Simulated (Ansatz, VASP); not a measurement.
## One calculation of NaH, two programs

```
Na H
1.0
     0.00000    2.43413    2.53368
     2.43413    0.00000    2.53368
     2.43413    2.43413    0.00000
Na H
1 1
Direct
  0.00000 0.00000 0.00000
  0.50000 0.50000 0.50000
```

Alike in both runs: task single point; functional r2SCAN; k mesh 10 × 10 × 10; occupations fermi-dirac, width 0.2 eV; no spin polarisation.

```csv
,VASP,Ansatz
version,VASP 6.6.1,Ansatz 0.2.0
potentials or method,"VASP PAW PBE potentials, release 64 (Na_pv, H), cutoff 520 eV","scalar-relativistic, plane waves, PAW"
valence electrons in the cell,8,10
```

VASP gave:

```
gap on the k mesh at the Fermi level (eV)                     : 4.24
least direct gap on the mesh (eV)                             : 5.03
pressure (GPa)                                                : -1.9
traceless stress, the component that is largest in VASP (GPa) : -0.60
```

Question: What did Ansatz give for the same quantities?

Answer: gap on the k mesh at the Fermi level (eV): 4.23; least direct gap on the mesh (eV): 5.02; pressure (GPa): -1.7; traceless stress, the component that is largest in VASP (GPa): -0.63.

VASP's potentials were made for PBE, not for r2SCAN. VASP's potentials hold 8 valence electrons a cell and Ansatz's 10, so a difference there can come from the potentials and not from the codes.
